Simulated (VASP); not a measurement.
# C (Fm-3m) in VASP: further runs

C is run at these levels: BLYP; tasks: single point, relaxation of cell and atoms.

Program: VASP 6.6.1. These are calculated values, not measurements. Logs are shortened: lines on timing, memory, paths and dates and some standing lists are left out, and cuts for length are marked.

**1. The cell of the first run**

It takes space group Fm-3m (No. 225, cubic). Conventional cell: a = 3.287 Å, b = 3.287 Å, c = 3.287 Å, α = 90.00°, β = 90.00°, γ = 90.00°. C (site symmetry m-3m) has 12 C at 2.32 Å within 3.1 Å.

**2. Single point, BLYP (volume scaled by 1.08)**

INCAR

```
PREC = Accurate
ENCUT = 600
EDIFF = 1E-6
ISMEAR = -1
SIGMA = 0.1
LREAL = F
LASPH = T
NELM = 120
ALGO = Normal
ISIF = 2
LWAVE = F
LCHARG = T
GGA = B5
ALDAX = 1.0
AGGAX = 1.0
AGGAC = 1.0
ALDAC = 0.0
LELF = T
LVHAR = T
NBANDS = 8
GGA_COMPAT = F
```

KPOINTS

```
regular mesh
0
Gamma
  19 19 19
```

POSCAR

```
C
1.0
    0.0000000000      1.6436162626      1.6436162626
    1.6436162626      0.0000000000      1.6436162626
    1.6436162626      1.6436162626      0.0000000000
C
1
Direct
    0.0000000000      0.0000000000      0.0000000000
```

Potentials or basis: VASP PAW PBE potentials, release 64 (C).

Run with:

```sh
cat potpaw_PBE.64/C/POTCAR > POTCAR
mpirun -np 1 vasp_std > vasp.out
```

OUTCAR:

```text
PREC = Accurate
   ENCUT = 600
   EDIFF = 1E-6
   ISMEAR = -1
   LREAL = F
   LASPH = T
   NELM = 120
   ISIF = 2
   GGA = B5

 ion  position               nearest neighbor table
   1  0.000  0.000  0.000-

  LATTYP: Found a face centered cubic cell.
 ALAT       =     3.2872325252

  Lattice vectors:

 A1 = (   0.0000000000,   1.6436162626,   1.6436162626)
 A2 = (   1.6436162626,   0.0000000000,   1.6436162626)
 A3 = (   1.6436162626,   1.6436162626,   0.0000000000)

Analysis of symmetry for initial positions (statically):
=====================================================================
 Subroutine PRICEL returns:
 Original cell was already a primitive cell.

 Routine SETGRP: Setting up the symmetry group for a
 face centered cubic supercell.

 Subroutine GETGRP returns: Found 48 space group operations
 (whereof 48 operations were pure point group operations)
 out of a pool of 48 trial point group operations.

The static configuration has the point symmetry O_h .

Analysis of symmetry for dynamics (positions and initial velocities):
=====================================================================
 Subroutine PRICEL returns:
 Original cell was already a primitive cell.

 Routine SETGRP: Setting up the symmetry group for a
 face centered cubic supercell.

 Subroutine GETGRP returns: Found 48 space group operations
 (whereof 48 operations were pure point group operations)
 out of a pool of 48 trial point group operations.

The dynamic configuration has the point symmetry O_h .

 Subroutine INISYM returns: Found 48 space group operations
 (whereof 48 operations are pure point group operations),
 and found     1 'primitive' translations

----------------------------------------------------------------------------------------

                                     Primitive cell

  volume of cell :       8.8804

  direct lattice vectors                    reciprocal lattice vectors
     0.000000000  1.643616263  1.643616263    -0.304207260  0.304207260  0.304207260
     1.643616263  0.000000000  1.643616263     0.304207260 -0.304207260  0.304207260
     1.643616263  1.643616263  0.000000000     0.304207260  0.304207260 -0.304207260

  length of vectors
     2.324424410  2.324424410  2.324424410     0.526902431  0.526902431  0.526902431

  position of ions in fractional coordinates (direct lattice)
     0.000000000  0.000000000  0.000000000

  ion indices of the primitive-cell ions
   primitive index   ion index
                 1           1

----------------------------------------------------------------------------------------

 KPOINTS: regular mesh

Automatic generation of k-mesh.
 Grid dimensions read from file:
 generate k-points for:   19   19   19

 Generating k-lattice:

  Cartesian coordinates                     Fractional coordinates (reciprocal lattice)
    -0.016010908  0.016010908  0.016010908     0.052631579  0.000000000  0.000000000
     0.016010908 -0.016010908  0.016010908     0.000000000  0.052631579  0.000000000
     0.016010908  0.016010908 -0.016010908     0.000000000  0.000000000  0.052631579

  Length of vectors
     0.027731707  0.027731707  0.027731707

  Shift w.r.t. Gamma in fractional coordinates (k-lattice)
     0.000000000  0.000000000  0.000000000

 Subroutine IBZKPT returns following result:
 ===========================================

 Found    220 irreducible k-points:

 Following reciprocal coordinates:
            Coordinates               Weight
  0.000000  0.000000  0.000000      1.000000
  0.052632  0.000000  0.000000      8.000000
  0.105263  0.000000  0.000000      8.000000
  0.157895  0.000000  0.000000      8.000000
  0.210526  0.000000  0.000000      8.000000
  0.263158  0.000000  0.000000      8.000000
[... 16 lines left out ...]
 -0.315789  0.052632  0.000000     24.000000
 -0.263158  0.052632  0.000000     24.000000
 [... further k-points ...]
   k-points           NKPTS =    220   k-points in BZ     NKDIM =    220   number of bands    NBANDS=      8
   number of dos      NEDOS =    301   number of ions     NIONS =      1
   total plane-waves  NPLWV =   8000
   dimension x,y,z NGX =    20 NGY =   20 NGZ =   20
   dimension x,y,z NGXF=    40 NGYF=   40 NGZF=   40
   ions per type =               1
   NGX,Y,Z   is equivalent  to a cutoff of  14.30, 14.30, 14.30 a.u.
   NGXF,Y,Z  is equivalent  to a cutoff of  28.61, 28.61, 28.61 a.u.
 SYSTEM =  unknown system
   PREC   = accura    normal or accurate (medium, high low for compatibility)
   ISTART =      0    job   : 0-new  1-cont  2-samecut
   ICHARG =      2    charge: 1-file 2-atom 10-const
   ISPIN  =      1    spin polarized calculation?
   LNONCOLLINEAR =      F non collinear calculations
   LSORBIT =      F    spin-orbit coupling
   LASPH  =      T    aspherical Exc in radial PAW
   ENCUT  =  600.0 eV  44.10 Ry    6.64 a.u.   4.64  4.64  4.64*2*pi/ulx,y,z
   NELM   =    120;   NELMIN=  2; NELMDL= -5     # of ELM steps
   EDIFF  = 0.1E-05   stopping-criterion for ELM
   LREAL  =      F    real-space projection
   EDIFFG = 0.1E-04   stopping-criterion for IOM
   NSW    =      0    number of steps for IOM
   IBRION =     -1    ionic relax: 0-MD 1-quasi-New 2-CG
   NFREE  =      0    steps in history (QN), initial steepest desc. (CG)
   ISIF   =      2    stress and relaxation
   ISYM   =      2    0-nonsym 1-usesym 2-fastsym
   POTIM  = 0.5000    time-step for ionic-motion
   TEBEG  =    0.0;   TEEND  =   0.0 temperature during run
   PSTRESS=    0.0 pullay stress
   NELECT =       4.0000    total number of electrons
   NUPDOWN=      -1.0000    fix difference up-down
   EMIN   =  10.00;   EMAX   =-10.00  energy-range for DOS
   EFERMI =   0.00;   METHOD = LEGACY
   ISMEAR =    -1;   SIGMA  =   0.10  broadening in eV -4-tet -1-fermi 0-gaus
   EFERMI_NEDOS =   21; number of points for ismear=-14 and -15
   IALGO  =     38    algorithm
   IMIX   =      4    mixing-type and parameters
     AMIX     =   0.40;   BMIX     =  1.00
     AMIX_MAG =   1.60;   BMIX_MAG =  1.00
  volume/ion in A,a.u.               =       8.88        59.93
  Fermi-wavevector in a.u.,A,eV,Ry     =   1.254925  2.371464 21.426951  1.574836
  Thomas-Fermi vector in A             =   2.388706
   LORBIT       =      0    0 simple, 1 ext, 2 COOP (PROOUT), +10 PAW based schemes
   GGA     = B5    functional components
   LHFCALC =     F    Hartree Fock is set to
   AEXX    =    0.0000 exact exchange contribution
   IVDW    =     0    specifies the selected vdW correction
   LEPSILON=     F    determine dielectric tensor
   LRPA    =     F    only Hartree local field effects (RPA)
 non-spin polarized calculation
  energy-cutoff  :      600.00
  volume of cell :        8.88
 maximum number of plane-waves:       307
   NGX =  9   NGY =  9   NGZ =  9

 number of electron       4.0000000 magnetization

 Free energy of the ion-electron system (eV)
  ---------------------------------------------------
  ext. energy  EPLUGINS =         0.00000000
  ---------------------------------------------------
  free energy    TOTEN  =        -3.89724478 eV

  energy without entropy =       -3.88431505  energy(sigma->0) =       -3.89077991

 E-fermi :   5.5052     XC(G=0): -11.0479

 val. band max:        5.4836993630   @ k =  -0.4211   0.2632   0.0000
 cond. band min:       5.6006069743   @ k =  -0.2105   0.2105   0.0526
 fundamental gap:      0.1169076112
 Fermi energy:         5.5052343758

 k-point     1 :       0.0000    0.0000    0.0000
  band No.  band energies     occupation
      1     -10.6731      2.00000
      2      11.8442      0.00000
      3      11.8442      0.00000
      4      11.8442      0.00000
      5      31.5729      0.00000
      6      33.3679      0.00000
      7      33.3679      0.00000
      8      33.3679      0.00000

 k-point     2 :       0.0526    0.0000    0.0000
  band No.  band energies     occupation
      1     -10.5778      2.00000
      2      11.5761      0.00000
      3      11.8012      0.00000
      4      11.8012      0.00000
      5      31.5937      0.00000
      6      32.4573      0.00000
      7      33.5026      0.00000
      8      33.5026      0.00000

 k-point     3 :       0.1053    0.0000    0.0000
  band No.  band energies     occupation
      1     -10.2926      2.00000
      2      10.7946      0.00000
      3      11.6795      0.00000
      4      11.6795      0.00000
      5      30.9401      0.00000
      6      31.6964      0.00000
      7      33.8386      0.00000
      8      33.8386      0.00000

 k-point     4 :       0.1579    0.0000    0.0000
  band No.  band energies     occupation
      1      -9.8187      2.00000
      2       9.5680      0.00000
      3      11.4990      0.00000
      4      11.4990      0.00000
      5      29.6860      0.00000
      6      31.7863      0.00000
      7      34.1319      0.00000
      8      34.1319      0.00000

 k-point     5 :       0.2105    0.0000    0.0000
  band No.  band energies     occupation
      1      -9.1588      2.00000
      2       8.0028      0.00000
      3      11.2862      0.00000
      4      11.2862      0.00000
      5      28.7600      0.00000
      6      31.8756      0.00000
      7      34.0040      0.00000
      8      34.0040      0.00000
[... 177 lines left out ...]
 k-point    22 :      -0.3684    0.0526    0.0000
  band No.  band energies     occupation
      1      -5.6249      2.00000
      2       1.8973      2.00000
      3      10.2270      0.00000
      4      10.7488      0.00000
      5      27.5924      0.00000
      6      30.0574      0.00000
      7      31.8703      0.00000
      8      33.2647      0.00000

 k-point    23 :      -0.3158    0.0526    0.0000
  band No.  band energies     occupation
      1      -6.8453      2.00000
      2       3.7627      2.00000
      3      10.3253      0.00000
      4      10.9603      0.00000
      5      27.7478      0.00000
      6      30.6112      0.00000
      7      32.4340      0.00000
      8      33.3256      0.00000

 k-point    24 :      -0.2632    0.0526    0.0000
  band No.  band energies     occupation
      1      -7.9151      2.00000
      2       5.6486      0.38518
      3      10.4885      0.00000
      4      11.1912      0.00000
      5      28.0301      0.00000
      6      31.1677      0.00000
      7      33.1821      0.00000
      8      33.4469      0.00000

 [... further k-points ...]

------------------------ aborting loop because EDIFF is reached ----------------------------------------

  FORCE on cell =-STRESS in cart. coord.  units (eV):
  Direction    XX          YY          ZZ          XY          YZ          ZX
  --------------------------------------------------------------------------------------
  -------------------------------------------------------------------------------------
  Total       -0.4530489     -0.4530489     -0.4530489     -0.0000000     -0.0000000      0.0000000
  in kB      -81.7380621    -81.7380621    -81.7380621     -0.0000000     -0.0000000      0.0000000
  external PRESSURE =     -81.7380621 kB  Pullay stress =       0.0000000 kB

 VOLUME and BASIS-vectors are now :
 -----------------------------------------------------------------------------
  energy-cutoff  :      600.00
  volume of cell :        8.88
      direct lattice vectors                 reciprocal lattice vectors
     0.000000000  1.643616263  1.643616263    -0.304207260  0.304207260  0.304207260
     1.643616263  0.000000000  1.643616263     0.304207260 -0.304207260  0.304207260
     1.643616263  1.643616263  0.000000000     0.304207260  0.304207260 -0.304207260

 POSITION                                       TOTAL-FORCE (eV/Angst)
 -----------------------------------------------------------------------------------
      0.00000      0.00000      0.00000         0.000000      0.000000      0.000000
 -----------------------------------------------------------------------------------
    total drift:                                0.000000      0.000000     -0.000000

  FREE ENERGIE OF THE ION-ELECTRON SYSTEM (eV)
  ---------------------------------------------------
  free  energy   TOTEN  =        -3.8972447768 eV

  energy  without entropy=       -3.8843150467  energy(sigma->0) =       -3.89077991
```

Run time: 24 s. Hardware: 1 thread of Intel Xeon 8259CL, shared host; peak memory 0.13 GiB.

What came out:

* Free energy: -3.8972 eV
* Pressure: -8.2 GPa
* Band gap on the k mesh: zero (band 2 reaches 11.84 eV, above the bottom of band 3 at 2.98 eV)

Caveat: the cell differs from its parent crystal (volume scaled by 1.08); the PAW data sets were made with another functional, which shifts forces and pressure a little.

**3. Relaxation of cell and atoms, BLYP**

This run uses another cell than the first one, of 6.62 Å³/atom, 0.745 times its volume.

INCAR

```
SYSTEM = C
PREC     = Accurate       ! precision mode
ENCUT    = 600            ! plane-wave cutoff, eV
EDIFF    = 1E-7           ! SCF threshold, eV
ISMEAR   = -1             ! smearing method
SIGMA    = 0.1            ! smearing width, eV
LREAL    = .FALSE.        ! projectors in reciprocal space
LASPH    = .TRUE.         ! aspherical terms in the spheres
NELM     = 120            ! most SCF steps
ALGO     = Normal         ! electronic algorithm
ISIF     = 3              ! what is computed and relaxed
LWAVE    = .FALSE.        ! write WAVECAR
LCHARG   = .FALSE.        ! write CHGCAR
GGA      = B5             ! functional
ALDAX    = 1.0          
AGGAX    = 1.0          
AGGAC    = 1.0          
ALDAC    = 0.0          
IBRION   = 2              ! ionic algorithm
NSW      = 80             ! ionic steps
EDIFFG   = -0.01          ! ionic threshold
GGA_COMPAT= .FALSE.      
NELMIN   = 4
```

KPOINTS

```
Automatic mesh
0
G
  18 18 18
  0 0 0
```

POSCAR

```
C
1.0
    0.0000000000      1.4900140304      1.4900140304
    1.4900140304      0.0000000000      1.4900140304
    1.4900140304      1.4900140304      0.0000000000
C
1
Direct
    0.0000000000      0.0000000000      0.0000000000
```

Potentials or basis: VASP PAW PBE potentials, release 64 (C).

Run with:

```sh
cat potpaw_PBE.64/C/POTCAR > POTCAR
mpirun -np 1 vasp_std > vasp.out
```

Run time: 40 s. Hardware: 1 thread of Intel Xeon 8259CL, shared host; peak memory 0.12 GiB.

It converged, with:

| Item | Value |
| --- | --- |
| Free energy | -3.9124 eV |
| Relaxed volume | 8.22 Å³/atom |
| Relaxed cell | a = 2.265 Å, b = 2.265 Å, c = 2.265 Å, α = 60.00°, β = 60.00°, γ = 60.00° |
| Space group after relaxing (to 0.05 Å) | Fm-3m (No. 225) |
| Energy gained by relaxing | 161.7 meV/atom |
| Ionic steps | 3 |
| Pressure after relaxing | 0.0 GPa |
| Band gap on the k mesh | zero (band 2 reaches 13.29 eV, above the bottom of band 3 at 3.76 eV) |

Step by step:
```csv
step,energy change (eV),largest force (eV/Å),pressure (GPa),volume (Å³)
1,0.0000,0.0000,38.17,6.62
2,-0.1617,0.0000,-0.34,8.24
3,-0.1617,0.0000,0.03,8.22
```

Final structure:
```xyz
1
Lattice="0.0000 1.6016 1.6016 1.6016 0.0000 1.6016 1.6016 1.6016 0.0000" Properties=species:S:1:pos:R:3 pbc="T T T"
C     0.0000    0.0000    0.0000
```

Levels at points of the mesh, in eV from the Fermi level:
```tsv
k point	band 1	band 2	band 3	band 4	band 5	band 6
(0.00, 0.00, 0.00)	-17.01	6.91	6.91	6.91	28.16	28.85
(0.50, 0.00, 0.00)	-8.97	-7.26	5.46	5.46	23.04	26.60
(0.50, 0.50, 0.00)	-5.67	-5.66	2.10	2.10	14.64	16.44
```

Caveat: the volume moved by over 15 % at a fixed basis, so the end points are rough; the PAW data sets were made with another functional, which shifts forces and pressure a little.
